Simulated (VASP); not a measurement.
# V (Fm-3m) in VASP: single point with PBE

Aim: the single point of V with PBE.

Everything below comes from runs of VASP 6.6.1. Logs are shortened: lines on timing, memory, paths and dates and some standing lists are left out, and cuts for length are marked.

### 1 The cell of the first run

Symmetry: Fm-3m, No. 225, cubic system. Conventional cell: a = 3.817 Å, b = 3.817 Å, c = 3.817 Å, α = 90.00°, β = 90.00°, γ = 90.00°. V (site symmetry m-3m) has 12 V at 2.70 Å within 3.6 Å.

### 2 Single point, PBE, collinear spin, zero start

The input, INCAR:

```
PREC = Accurate
ENCUT = 500
EDIFF = 1E-6
ISMEAR = -1
SIGMA = 0.1
LREAL = False
LASPH = True
NELM = 200
ALGO = Normal
ISIF = 2
LWAVE = False
LCHARG = True
ISPIN = 2
MAGMOM = 0
LORBIT = 11
LMAXMIX = 4
GGA = PE
LELF = True
LVHAR = True
NBANDS = 16
GGA_COMPAT = False
```

The input, KPOINTS:

```
regular mesh
0
Gamma
  8 8 8
```

The input, POSCAR:

```
V
1.0
    0.0000000000      1.9085000000      1.9085000000
    1.9085000000      0.0000000000      1.9085000000
    1.9085000000      1.9085000000      0.0000000000
V
1
Direct
    0.0000000000      0.0000000000      0.0000000000
```

Potentials or basis: VASP PAW PBE potentials, release 64 (V_sv).

Launch:

```sh
> cat potpaw_PBE.64/V_sv/POTCAR > POTCAR
> mpirun -np 1 vasp_std > vasp.out
```

OUTCAR:

```text
PREC = Accurate
   ENCUT = 500
   EDIFF = 1E-6
   ISMEAR = -1
   LREAL = False
   LASPH = True
   NELM = 200
   ISIF = 2
   ISPIN = 2
   LORBIT = 11
   GGA = PE

 ion  position               nearest neighbor table
   1  0.000  0.000  0.000-

  LATTYP: Found a face centered cubic cell.
 ALAT       =     3.8170000000

  Lattice vectors:

 A1 = (   0.0000000000,   1.9085000000,   1.9085000000)
 A2 = (   1.9085000000,   0.0000000000,   1.9085000000)
 A3 = (   1.9085000000,   1.9085000000,   0.0000000000)

Analysis of symmetry for initial positions (statically):
=====================================================================
 Subroutine PRICEL returns:
 Original cell was already a primitive cell.

 Routine SETGRP: Setting up the symmetry group for a
 face centered cubic supercell.

 Subroutine GETGRP returns: Found 48 space group operations
 (whereof 48 operations were pure point group operations)
 out of a pool of 48 trial point group operations.

The static configuration has the point symmetry O_h .

Analysis of symmetry for dynamics (positions and initial velocities):
=====================================================================
 Subroutine PRICEL returns:
 Original cell was already a primitive cell.

 Routine SETGRP: Setting up the symmetry group for a
 face centered cubic supercell.

 Subroutine GETGRP returns: Found 48 space group operations
 (whereof 48 operations were pure point group operations)
 out of a pool of 48 trial point group operations.

The dynamic configuration has the point symmetry O_h .

Analysis of structural, dynamic, and magnetic symmetry:
=====================================================================
 Subroutine PRICEL returns:
 Original cell was already a primitive cell.

 Routine SETGRP: Setting up the symmetry group for a
 face centered cubic supercell.

 Subroutine GETGRP returns: Found 48 space group operations
 (whereof 48 operations were pure point group operations)
 out of a pool of 48 trial point group operations.

The overall configuration has the point symmetry O_h .

 Subroutine INISYM returns: Found 48 space group operations
 (whereof 48 operations are pure point group operations),
 and found     1 'primitive' translations

----------------------------------------------------------------------------------------

                                     Primitive cell

  volume of cell :      13.9029

  direct lattice vectors                    reciprocal lattice vectors
     0.000000000  1.908500000  1.908500000    -0.261985853  0.261985853  0.261985853
[... 95 lines left out ...]
   NELECT =      13.0000    total number of electrons
   NUPDOWN=      -1.0000    fix difference up-down
   EMIN   =  10.00;   EMAX   =-10.00  energy-range for DOS
   EFERMI =   0.00;   METHOD = LEGACY
   ISMEAR =    -1;   SIGMA  =   0.10  broadening in eV -4-tet -1-fermi 0-gaus
   EFERMI_NEDOS =   21; number of points for ismear=-14 and -15
   IALGO  =     38    algorithm
   IMIX   =      4    mixing-type and parameters
     AMIX     =   0.40;   BMIX     =  1.00
     AMIX_MAG =   1.60;   BMIX_MAG =  1.00
  volume/ion in A,a.u.               =      13.90        93.82
  Fermi-wavevector in a.u.,A,eV,Ry     =   1.600862  3.025190 34.868437  2.562758
  Thomas-Fermi vector in A             =   2.697931
   LORBIT       =     11    0 simple, 1 ext, 2 COOP (PROOUT), +10 PAW based schemes
   GGA     = PE    functional components
   LHFCALC =     F    Hartree Fock is set to
   AEXX    =    0.0000 exact exchange contribution
   IVDW    =     0    specifies the selected vdW correction
   LEPSILON=     F    determine dielectric tensor
   LRPA    =     F    only Hartree local field effects (RPA)
 spin polarized calculation
  energy-cutoff  :      500.00
  volume of cell :       13.90
 maximum number of plane-waves:       363
   NGX =  9   NGY =  9   NGZ =  9

 number of electron      13.0000002 magnetization      -0.0000113

 number of electron      13.0000002 magnetization       0.0000011

 Free energy of the ion-electron system (eV)
  ---------------------------------------------------
  ext. energy  EPLUGINS =         0.00000000
  ---------------------------------------------------
  free energy    TOTEN  =        -8.77150191 eV

  energy without entropy =       -8.70798558  energy(sigma->0) =       -8.73974374

 E-fermi :   9.6351     XC(G=0): -12.7372

 val. band max:        9.6306466440   @ k =   0.3750   0.1250   0.0000
 cond. band min:       9.6743421452   @ k =   0.5000   0.0000   0.0000
 fundamental gap:      0.0436955012
 Fermi energy:         9.6350782776

 spin component 1

 k-point     1 :       0.0000    0.0000    0.0000
  band No.  band energies     occupation
      1     -54.4500      1.00000
      2     -27.8068      1.00000
      3     -27.8068      1.00000
      4     -27.8068      1.00000
      5       2.8042      1.00000
      6       9.7919      0.17254
[... 435 lines left out ...]
      5       7.3996      1.00000
      6       8.2571      1.00000
[... 8 lines left out ...]
     15      35.8168      0.00000
     16      40.3462      0.00000

 [... further k-points ...]

 spin component 2

 k-point     1 :       0.0000    0.0000    0.0000
  band No.  band energies     occupation
      1     -54.4500      1.00000
      2     -27.8068      1.00000
      3     -27.8068      1.00000
      4     -27.8068      1.00000
      5       2.8042      1.00000
      6       9.7919      0.17254
[... 435 lines left out ...]
      5       7.3996      1.00000
      6       8.2571      1.00000
[... 8 lines left out ...]
     15      35.8168      0.00000
     16      40.3462      0.00000

 [... further k-points ...]
[... 5 lines left out ...]
  --------------------------------------------------------------------------------------
  -------------------------------------------------------------------------------------
  Total        0.0612344      0.0612344      0.0612344     -0.0000000      0.0000000      0.0000000
  in kB        7.0566681      7.0566681      7.0566681     -0.0000000      0.0000000      0.0000000
  external PRESSURE =       7.0566681 kB  Pullay stress =       0.0000000 kB

 VOLUME and BASIS-vectors are now :
 -----------------------------------------------------------------------------
  energy-cutoff  :      500.00
  volume of cell :       13.90
      direct lattice vectors                 reciprocal lattice vectors
     0.000000000  1.908500000  1.908500000    -0.261985853  0.261985853  0.261985853
     1.908500000  0.000000000  1.908500000     0.261985853 -0.261985853  0.261985853
     1.908500000  1.908500000  0.000000000     0.261985853  0.261985853 -0.261985853

 POSITION                                       TOTAL-FORCE (eV/Angst)
 -----------------------------------------------------------------------------------
      0.00000      0.00000      0.00000        -0.000000     -0.000000     -0.000000
 -----------------------------------------------------------------------------------
    total drift:                                0.000000      0.000000      0.000000

  FREE ENERGIE OF THE ION-ELECTRON SYSTEM (eV)
  ---------------------------------------------------
  free  energy   TOTEN  =        -8.7715019070 eV

  energy  without entropy=       -8.7079855828  energy(sigma->0) =       -8.73974374

 total charge

# of ion       s       p       d       tot
------------------------------------------
    1        2.340   6.227   3.021  11.588

 magnetization (x)

# of ion       s       p       d       tot
------------------------------------------
    1       -0.000  -0.000   0.000   0.000
```

OSZICAR:

```text
N       E                     dE             d eps       ncg     rms          rms(c)
DAV:   1     0.880148436921E+02    0.88015E+02   -0.64347E+03  1872   0.873E+02
DAV:   2    -0.877953571341E+01   -0.96794E+02   -0.92964E+02  2040   0.263E+02
DAV:   3    -0.101987667838E+02   -0.14192E+01   -0.14179E+01  2016   0.345E+01
DAV:   4    -0.102044516354E+02   -0.56849E-02   -0.56847E-02  2304   0.229E+00
DAV:   5    -0.102045028164E+02   -0.51181E-04   -0.51181E-04  2064   0.203E-01    0.173E+01
DAV:   6    -0.880241536446E+01    0.14021E+01   -0.18402E+00  1872   0.222E+01    0.150E+00
DAV:   7    -0.878103836974E+01    0.21377E-01   -0.19098E-02  2016   0.141E+00    0.820E-01
DAV:   8    -0.877144561493E+01    0.95928E-02   -0.57943E-03  2024   0.868E-01    0.448E-02
DAV:   9    -0.877149518755E+01   -0.49573E-04   -0.78451E-05  2152   0.964E-02    0.198E-02
DAV:  10    -0.877150217458E+01   -0.69870E-05   -0.49703E-06  1984   0.190E-02    0.707E-03
DAV:  11    -0.877150190697E+01    0.26761E-06   -0.58958E-08  1184   0.280E-03
   1 F= -.87715019E+01 E0= -.87397437E+01  d E =-.635163E-01  mag=     0.0000
```

It took 22 s on 1 thread of Intel Xeon 8259CL, shared host; peak memory 0.14 GiB.

Results:

```yaml
Free_energy: -8.7715 eV
Pressure: 0.7 GPa
Net_moment: 0.00 μB per cell
Valence_electrons_inside_the_program's_atomic_spheres: V 11.59
```
